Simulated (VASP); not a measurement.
# Rh in VASP: notebook

The runs below take Rh through single point, with PBE.

Everything below comes from runs of VASP 6.6.1. Logs are shortened: lines on timing, memory, paths and dates and some standing lists are left out, and cuts for length are marked.

### 1 The cell of the first run

It takes space group Fd-3m (No. 227, cubic). Conventional cell: a = 5.199 Å, b = 5.199 Å, c = 5.199 Å, α = 90.00°, β = 90.00°, γ = 90.00°. Within 3.0 Å of Rh (site symmetry -43m) lie 4 Rh at 2.25 Å.

### 2 Single point, PBE

Contents of INCAR:

```
SYSTEM = Rh
ALGO = Normal ; EDIFF = 1E-7
ENCUT = 520 ; GGA = PE
ISIF = 2 ; ISMEAR = -1
LASPH = .True. ; LCHARG = .False.
LREAL = .False. ; LWAVE = .False.
NBANDS = 22 ; NELM = 100
PREC = Accurate ; SIGMA = 0.05
```

Contents of KPOINTS:

```
k-points
0
Gamma
  10 10 10
  0 0 0
```

Contents of POSCAR:

```
Rh
1.0
    0.0000000000      2.5993341490      2.5993341490
    2.5993341490      0.0000000000      2.5993341490
    2.5993341490      2.5993341490      0.0000000000
Rh
2
Direct
   -0.1250000000     -0.1250000000     -0.1250000000
    0.1250000000      0.1250000000      0.1250000000
```

Potentials or basis: VASP PAW PBE potentials, release 64 (Rh_pv).

Launch:

```sh
$ cat potpaw_PBE.64/Rh_pv/POTCAR > POTCAR
$ mpirun -np 1 vasp_std > vasp.out
```

OUTCAR:

```text
SYSTEM = Rh
   EDIFF = 1E-7
   ENCUT = 520
   GGA = PE
   ISIF = 2
   ISMEAR = -1
   LASPH = .True.
   LREAL = .False.
   NELM = 100
   PREC = Accurate

 ion  position               nearest neighbor table
   1  0.875  0.875  0.875-   2 2.25   2 2.25   2 2.25   2 2.25
   2  0.125  0.125  0.125-   1 2.25   1 2.25   1 2.25   1 2.25

  LATTYP: Found a face centered cubic cell.
 ALAT       =     5.1986682980

  Lattice vectors:

 A1 = (   0.0000000000,   2.5993341490,   2.5993341490)
 A2 = (   2.5993341490,   0.0000000000,   2.5993341490)
 A3 = (   2.5993341490,   2.5993341490,   0.0000000000)

Analysis of symmetry for initial positions (statically):
=====================================================================
 Subroutine PRICEL returns:
 Original cell was already a primitive cell.

 Routine SETGRP: Setting up the symmetry group for a
 face centered cubic supercell.

 Subroutine GETGRP returns: Found 48 space group operations
 (whereof 12 operations were pure point group operations)
 out of a pool of 48 trial point group operations.

The static configuration has the point symmetry D_3d.
 The point group associated with its full space group is O_h .

Analysis of symmetry for dynamics (positions and initial velocities):
=====================================================================
 Subroutine PRICEL returns:
 Original cell was already a primitive cell.

 Routine SETGRP: Setting up the symmetry group for a
 face centered cubic supercell.

 Subroutine GETGRP returns: Found 48 space group operations
 (whereof 12 operations were pure point group operations)
 out of a pool of 48 trial point group operations.

The dynamic configuration has the point symmetry D_3d.
 The point group associated with its full space group is O_h .

 Subroutine INISYM returns: Found 48 space group operations
 (whereof 12 operations are pure point group operations),
 and found     1 'primitive' translations

----------------------------------------------------------------------------------------

                                     Primitive cell

  volume of cell :      35.1250

  direct lattice vectors                    reciprocal lattice vectors
     0.000000000  2.599334149  2.599334149    -0.192356954  0.192356954  0.192356954
     2.599334149  0.000000000  2.599334149     0.192356954 -0.192356954  0.192356954
     2.599334149  2.599334149  0.000000000     0.192356954  0.192356954 -0.192356954

  length of vectors
     3.676013607  3.676013607  3.676013607     0.333172018  0.333172018  0.333172018

  position of ions in fractional coordinates (direct lattice)
     0.875000000  0.875000000  0.875000000
     0.125000000  0.125000000  0.125000000

  ion indices of the primitive-cell ions
   primitive index   ion index
                 1           1
                 2           2

----------------------------------------------------------------------------------------

 KPOINTS: k-points

Automatic generation of k-mesh.
 Grid dimensions read from file:
 generate k-points for:   10   10   10

 Generating k-lattice:

  Cartesian coordinates                     Fractional coordinates (reciprocal lattice)
    -0.019235695  0.019235695  0.019235695     0.100000000  0.000000000  0.000000000
     0.019235695 -0.019235695  0.019235695     0.000000000  0.100000000  0.000000000
     0.019235695  0.019235695 -0.019235695     0.000000000  0.000000000  0.100000000

  Length of vectors
     0.033317202  0.033317202  0.033317202

  Shift w.r.t. Gamma in fractional coordinates (k-lattice)
     0.000000000  0.000000000  0.000000000

 Subroutine IBZKPT returns following result:
 ===========================================

 Found     47 irreducible k-points:

 Following reciprocal coordinates:
            Coordinates               Weight
  0.000000  0.000000  0.000000      1.000000
  0.100000  0.000000  0.000000      8.000000
  0.200000  0.000000  0.000000      8.000000
  0.300000  0.000000  0.000000      8.000000
  0.400000  0.000000  0.000000      8.000000
  0.500000  0.000000  0.000000      4.000000
[... 16 lines left out ...]
  0.300000  0.300000  0.000000      6.000000
  0.400000  0.300000  0.000000     24.000000
 [... further k-points ...]
   k-points           NKPTS =     47   k-points in BZ     NKDIM =     47   number of bands    NBANDS=     22
   number of dos      NEDOS =    301   number of ions     NIONS =      2
   total plane-waves  NPLWV =  21952
   dimension x,y,z NGX =    28 NGY =   28 NGZ =   28
   dimension x,y,z NGXF=    56 NGYF=   56 NGZF=   56
   ions per type =               2
   NGX,Y,Z   is equivalent  to a cutoff of  12.66, 12.66, 12.66 a.u.
   NGXF,Y,Z  is equivalent  to a cutoff of  25.33, 25.33, 25.33 a.u.
 SYSTEM =  Rh
   PREC   = accura    normal or accurate (medium, high low for compatibility)
   ISTART =      0    job   : 0-new  1-cont  2-samecut
   ICHARG =      2    charge: 1-file 2-atom 10-const
   ISPIN  =      1    spin polarized calculation?
   LNONCOLLINEAR =      F non collinear calculations
   LSORBIT =      F    spin-orbit coupling
   LASPH  =      T    aspherical Exc in radial PAW
   ENCUT  =  520.0 eV  38.22 Ry    6.18 a.u.   6.83  6.83  6.83*2*pi/ulx,y,z
   NELM   =    100;   NELMIN=  2; NELMDL= -5     # of ELM steps
   EDIFF  = 0.1E-06   stopping-criterion for ELM
   LREAL  =      F    real-space projection
   EDIFFG = 0.1E-05   stopping-criterion for IOM
   NSW    =      0    number of steps for IOM
   IBRION =     -1    ionic relax: 0-MD 1-quasi-New 2-CG
   NFREE  =      0    steps in history (QN), initial steepest desc. (CG)
   ISIF   =      2    stress and relaxation
   ISYM   =      2    0-nonsym 1-usesym 2-fastsym
   POTIM  = 0.5000    time-step for ionic-motion
   TEBEG  =    0.0;   TEEND  =   0.0 temperature during run
   PSTRESS=    0.0 pullay stress
   NELECT =      30.0000    total number of electrons
   NUPDOWN=      -1.0000    fix difference up-down
   EMIN   =  10.00;   EMAX   =-10.00  energy-range for DOS
   EFERMI =   0.00;   METHOD = LEGACY
   ISMEAR =    -1;   SIGMA  =   0.05  broadening in eV -4-tet -1-fermi 0-gaus
   EFERMI_NEDOS =   21; number of points for ismear=-14 and -15
   IALGO  =     38    algorithm
   IMIX   =      4    mixing-type and parameters
     AMIX     =   0.40;   BMIX     =  1.00
     AMIX_MAG =   1.60;   BMIX_MAG =  1.00
  volume/ion in A,a.u.               =      17.56       118.52
  Fermi-wavevector in a.u.,A,eV,Ry     =   1.553256  2.935229 32.825488  2.412605
  Thomas-Fermi vector in A             =   2.657513
   LORBIT       =      0    0 simple, 1 ext, 2 COOP (PROOUT), +10 PAW based schemes
   GGA     = PE    functional components
   LHFCALC =     F    Hartree Fock is set to
   AEXX    =    0.0000 exact exchange contribution
   IVDW    =     0    specifies the selected vdW correction
   LEPSILON=     F    determine dielectric tensor
   LRPA    =     F    only Hartree local field effects (RPA)
 non-spin polarized calculation
  energy-cutoff  :      520.00
  volume of cell :       35.12
 maximum number of plane-waves:       960
   NGX = 13   NGY = 13   NGZ = 13

 number of electron      29.9999987 magnetization

 Free energy of the ion-electron system (eV)
  ---------------------------------------------------
  ext. energy  EPLUGINS =         0.00000000
  ---------------------------------------------------
  free energy    TOTEN  =       -11.67158572 eV

  energy without entropy =      -11.64985171  energy(sigma->0) =      -11.66071872

 E-fermi :   8.7673     XC(G=0): -12.1288

 val. band max:        8.7514490780   @ k =   0.5000   0.3000   0.1000
 cond. band min:       8.7746991953   @ k =  -0.4000   0.1000   0.0000
 fundamental gap:      0.0232501173
 Fermi energy:         8.7672807336

 k-point     1 :       0.0000    0.0000    0.0000
  band No.  band energies     occupation
      1     -39.0832      2.00000
      2     -39.0832      2.00000
      3     -39.0832      2.00000
      4     -38.0833      2.00000
      5     -38.0833      2.00000
      6     -38.0833      2.00000
[... 14 lines left out ...]
     21      22.2181      0.00000
     22      22.8769      0.00000

 k-point     2 :       0.1000    0.0000    0.0000
  band No.  band energies     occupation
      1     -39.0947      2.00000
      2     -39.0947      2.00000
      3     -39.0811      2.00000
      4     -38.0862      2.00000
      5     -38.0712      2.00000
      6     -38.0712      2.00000
[... 14 lines left out ...]
     21      21.9619      0.00000
     22      23.4305      0.00000

 k-point     3 :       0.2000    0.0000    0.0000
  band No.  band energies     occupation
      1     -39.1236      2.00000
      2     -39.1236      2.00000
      3     -39.0760      2.00000
      4     -38.0936      2.00000
      5     -38.0406      2.00000
      6     -38.0406      2.00000
[... 14 lines left out ...]
     21      21.2362      0.00000
     22      23.5293      0.00000

 k-point     4 :       0.3000    0.0000    0.0000
  band No.  band energies     occupation
      1     -39.1572      2.00000
      2     -39.1572      2.00000
      3     -39.0703      2.00000
      4     -38.1019      2.00000
      5     -38.0049      2.00000
      6     -38.0049      2.00000
[... 14 lines left out ...]
     21      20.3862      0.00000
     22      23.4958      0.00000

 k-point     5 :       0.4000    0.0000    0.0000
  band No.  band energies     occupation
      1     -39.1829      2.00000
      2     -39.1829      2.00000
      3     -39.0661      2.00000
      4     -38.1081      2.00000
      5     -37.9775      2.00000
      6     -37.9775      2.00000
[... 417 lines left out ...]
 k-point    22 :      -0.2000    0.2000    0.0000
  band No.  band energies     occupation
      1     -39.2355      2.00000
      2     -39.1587      2.00000
      3     -38.9873      2.00000
      4     -38.1834      2.00000
      5     -38.0031      2.00000
      6     -37.9278      2.00000
[... 14 lines left out ...]
     21      20.6864      0.00000
     22      23.5660      0.00000

 k-point    23 :       0.3000    0.3000    0.0000
  band No.  band energies     occupation
      1     -39.2354      2.00000
      2     -39.2354      2.00000
      3     -38.8823      2.00000
      4     -38.2975      2.00000
      5     -37.9223      2.00000
      6     -37.9223      2.00000
[... 14 lines left out ...]
     21      19.6693      0.00000
     22      21.3163      0.00000

 k-point    24 :       0.4000    0.3000    0.0000
  band No.  band energies     occupation
      1     -39.2683      2.00000
      2     -39.2596      2.00000
      3     -38.8215      2.00000
      4     -38.3593      2.00000
      5     -37.8965      2.00000
      6     -37.8891      2.00000
[... 14 lines left out ...]
     21      19.9913      0.00000
     22      21.6617      0.00000

 [... further k-points ...]

------------------------ aborting loop because EDIFF is reached ----------------------------------------

  FORCE on cell =-STRESS in cart. coord.  units (eV):
  Direction    XX          YY          ZZ          XY          YZ          ZX
  --------------------------------------------------------------------------------------
  -------------------------------------------------------------------------------------
  Total        7.8129805      7.8129805      7.8129805     -0.0000000     -0.0000000      0.0000000
  in kB      356.3780833    356.3780833    356.3780833     -0.0000000     -0.0000000      0.0000000
  external PRESSURE =     356.3780833 kB  Pullay stress =       0.0000000 kB

 VOLUME and BASIS-vectors are now :
 -----------------------------------------------------------------------------
  energy-cutoff  :      520.00
  volume of cell :       35.12
      direct lattice vectors                 reciprocal lattice vectors
     0.000000000  2.599334149  2.599334149    -0.192356954  0.192356954  0.192356954
     2.599334149  0.000000000  2.599334149     0.192356954 -0.192356954  0.192356954
     2.599334149  2.599334149  0.000000000     0.192356954  0.192356954 -0.192356954

 POSITION                                       TOTAL-FORCE (eV/Angst)
 -----------------------------------------------------------------------------------
      4.54883      4.54883      4.54883         0.000000      0.000000      0.000000
      0.64983      0.64983      0.64983        -0.000000     -0.000000     -0.000000
 -----------------------------------------------------------------------------------
    total drift:                                0.000000     -0.000000     -0.000000

  FREE ENERGIE OF THE ION-ELECTRON SYSTEM (eV)
  ---------------------------------------------------
  free  energy   TOTEN  =       -11.6715857233 eV

  energy  without entropy=      -11.6498517092  energy(sigma->0) =      -11.66071872
```

Wall time 32 s (1 thread of Intel Xeon 6975P-C, shared host); peak memory 0.17 GiB.

Results:

- Free energy: -11.6716 eV
- Pressure: 35.6 GPa
- Band gap on the k mesh: zero (band 15 reaches 9.62 eV, above the bottom of band 16 at 8.06 eV)

### 3 Single point, PBE (shortest bond scaled by 0.94)

Contents of INCAR:

```
SYSTEM = Rh
PREC = Accurate
ENCUT = 520
EDIFF = 1E-6
ISMEAR = -1
SIGMA = 0.05
LREAL = .FALSE.
LASPH = .TRUE.
NELM = 60
ALGO = Normal
ISIF = 2
LWAVE = .FALSE.
LCHARG = .TRUE.
GGA = PE
LELF = .TRUE.
LVHAR = .TRUE.
NBANDS = 22
```

Contents of KPOINTS:

```
regular mesh
0
G
  10 10 10
  0 0 0
```

Contents of POSCAR:

```
Rh
1.0
    0.0000000000      2.5993341490      2.5993341490
    2.5993341490      0.0000000000      2.5993341490
    2.5993341490      2.5993341490      0.0000000000
Rh
2
Direct
   -0.1475000000     -0.1175000000     -0.1175000000
    0.1475000000      0.1175000000      0.1175000000
```

Potentials or basis: VASP PAW PBE potentials, release 64 (Rh_pv).

Launch:

```sh
$ cat potpaw_PBE.64/Rh_pv/POTCAR > POTCAR
$ mpirun -np 1 vasp_std > vasp.out
```

OUTCAR:

```text
SYSTEM = Rh
   PREC = Accurate
   ENCUT = 520
   EDIFF = 1E-6
   ISMEAR = -1
   LREAL = .FALSE.
   LASPH = .TRUE.
   NELM = 60
   ISIF = 2
   GGA = PE

 ion  position               nearest neighbor table
   1  0.852  0.883  0.883-   2 2.12   2 2.30   2 2.30   2 2.30
   2  0.148  0.117  0.117-   1 2.12   1 2.30   1 2.30   1 2.30

  LATTYP: Found a face centered cubic cell.
 ALAT       =     5.1986682980

  Lattice vectors:

 A1 = (   0.0000000000,   2.5993341490,   2.5993341490)
 A2 = (   2.5993341490,   0.0000000000,   2.5993341490)
 A3 = (   2.5993341490,   2.5993341490,   0.0000000000)

Analysis of symmetry for initial positions (statically):
=====================================================================
 Subroutine PRICEL returns:
 Original cell was already a primitive cell.

 Routine SETGRP: Setting up the symmetry group for a
 face centered cubic supercell.

 Subroutine GETGRP returns: Found 12 space group operations
 (whereof  4 operations were pure point group operations)
 out of a pool of 48 trial point group operations.

The static configuration has the point symmetry C_2h.
 The point group associated with its full space group is D_3d.

Analysis of symmetry for dynamics (positions and initial velocities):
=====================================================================
 Subroutine PRICEL returns:
 Original cell was already a primitive cell.

 Routine SETGRP: Setting up the symmetry group for a
 face centered cubic supercell.

 Subroutine GETGRP returns: Found 12 space group operations
 (whereof  4 operations were pure point group operations)
 out of a pool of 48 trial point group operations.

The dynamic configuration has the point symmetry C_2h.
 The point group associated with its full space group is D_3d.

[... 109 lines left out ...]
   NELECT =      30.0000    total number of electrons
   NUPDOWN=      -1.0000    fix difference up-down
   EMIN   =  10.00;   EMAX   =-10.00  energy-range for DOS
   EFERMI =   0.00;   METHOD = LEGACY
   ISMEAR =    -1;   SIGMA  =   0.05  broadening in eV -4-tet -1-fermi 0-gaus
   EFERMI_NEDOS =   21; number of points for ismear=-14 and -15
   IALGO  =     38    algorithm
   IMIX   =      4    mixing-type and parameters
     AMIX     =   0.40;   BMIX     =  1.00
     AMIX_MAG =   1.60;   BMIX_MAG =  1.00
  volume/ion in A,a.u.               =      17.56       118.52
  Fermi-wavevector in a.u.,A,eV,Ry     =   1.553256  2.935229 32.825488  2.412605
  Thomas-Fermi vector in A             =   2.657513
   LORBIT       =      0    0 simple, 1 ext, 2 COOP (PROOUT), +10 PAW based schemes
   GGA     = PE    functional components
   LHFCALC =     F    Hartree Fock is set to
   AEXX    =    0.0000 exact exchange contribution
   IVDW    =     0    specifies the selected vdW correction
   LEPSILON=     F    determine dielectric tensor
   LRPA    =     F    only Hartree local field effects (RPA)
 non-spin polarized calculation
  energy-cutoff  :      520.00
  volume of cell :       35.12
 maximum number of plane-waves:       960
   NGX = 13   NGY = 13   NGZ = 13

 number of electron      30.0000005 magnetization

 Free energy of the ion-electron system (eV)
  ---------------------------------------------------
  ext. energy  EPLUGINS =         0.00000000
  ---------------------------------------------------
  free energy    TOTEN  =       -11.47129825 eV

  energy without entropy =      -11.45110609  energy(sigma->0) =      -11.46120217

 E-fermi :   8.7944     XC(G=0): -12.1257

 val. band max:        8.7920525061   @ k =   0.0000  -0.2000   0.1000
 cond. band min:       8.7957099272   @ k =   0.4000   0.4000   0.0000
 fundamental gap:      0.0036574211
 Fermi energy:         8.7943628295

 k-point     1 :       0.0000    0.0000    0.0000
  band No.  band energies     occupation
      1     -39.6934      2.00000
      2     -38.8376      2.00000
      3     -38.8376      2.00000
      4     -38.1644      2.00000
      5     -38.1644      2.00000
      6     -37.9371      2.00000
[... 589 lines left out ...]
     21      20.0233      0.00000
     22      23.9629      0.00000

 [... further k-points ...]

------------------------ aborting loop because EDIFF is reached ----------------------------------------

  FORCE on cell =-STRESS in cart. coord.  units (eV):
  Direction    XX          YY          ZZ          XY          YZ          ZX
  --------------------------------------------------------------------------------------
  -------------------------------------------------------------------------------------
  Total        8.3600538      8.3600538      8.3600538     -2.8540324      2.8540324     -2.8540324
  in kB      381.3320610    381.3320610    381.3320610   -130.1826620    130.1826620   -130.1826620
  external PRESSURE =     381.3320610 kB  Pullay stress =       0.0000000 kB

 VOLUME and BASIS-vectors are now :
 -----------------------------------------------------------------------------
  energy-cutoff  :      520.00
  volume of cell :       35.12
      direct lattice vectors                 reciprocal lattice vectors
     0.000000000  2.599334149  2.599334149    -0.192356954  0.192356954  0.192356954
     2.599334149  0.000000000  2.599334149     0.192356954 -0.192356954  0.192356954
     2.599334149  2.599334149  0.000000000     0.192356954  0.192356954 -0.192356954

 POSITION                                       TOTAL-FORCE (eV/Angst)
 -----------------------------------------------------------------------------------
      4.58782      4.50984      4.50984        -1.880484      1.880484      1.880484
      0.61084      0.68882      0.68882         1.880484     -1.880484     -1.880484
 -----------------------------------------------------------------------------------
    total drift:                               -0.000000      0.000000     -0.000000

  FREE ENERGIE OF THE ION-ELECTRON SYSTEM (eV)
  ---------------------------------------------------
  free  energy   TOTEN  =       -11.4712982538 eV

  energy  without entropy=      -11.4511060923  energy(sigma->0) =      -11.46120217
```

Wall time 72 s (1 thread of Intel Xeon 6975P-C, shared host); peak memory 0.2 GiB.

What came out:

* Free energy: -11.4713 eV
* Pressure: 38.1 GPa
* Largest force: 3.257 eV/Å
* Band gap on the k mesh: zero (band 15 reaches 9.58 eV, above the bottom of band 16 at 8.20 eV)

Forces on the atoms (eV/Å):
```
Rh  -1.880  1.880  1.880
Rh   1.880 -1.880 -1.880
```

Levels at points of the mesh, in eV from the Fermi level:
```csv
k point,band 11,band 12,band 13,band 14,band 15,band 16,band 17,band 18,band 19,band 20
"(0.00, 0.00, 0.00)",-4.79,-4.79,-1.98,-1.74,-1.74,0.51,0.51,12.55,12.93,13.73
"(0.50, 0.00, 0.00)",-4.88,-3.93,-1.27,-1.27,-1.02,0.67,0.67,2.62,10.57,10.62
"(0.00, 0.50, 0.00)",-4.61,-4.42,-1.29,-1.18,-0.85,-0.10,-0.02,2.13,10.01,11.09
"(0.50, 0.50, 0.00)",-2.97,-2.70,-2.36,-2.34,0.39,0.52,2.40,2.76,5.03,5.18
```

Caveat: the cell differs from its parent crystal (shortest bond scaled by 0.94); forces of over 1 eV/Å act on the atoms, so gaps and moduli don't describe the material at rest.
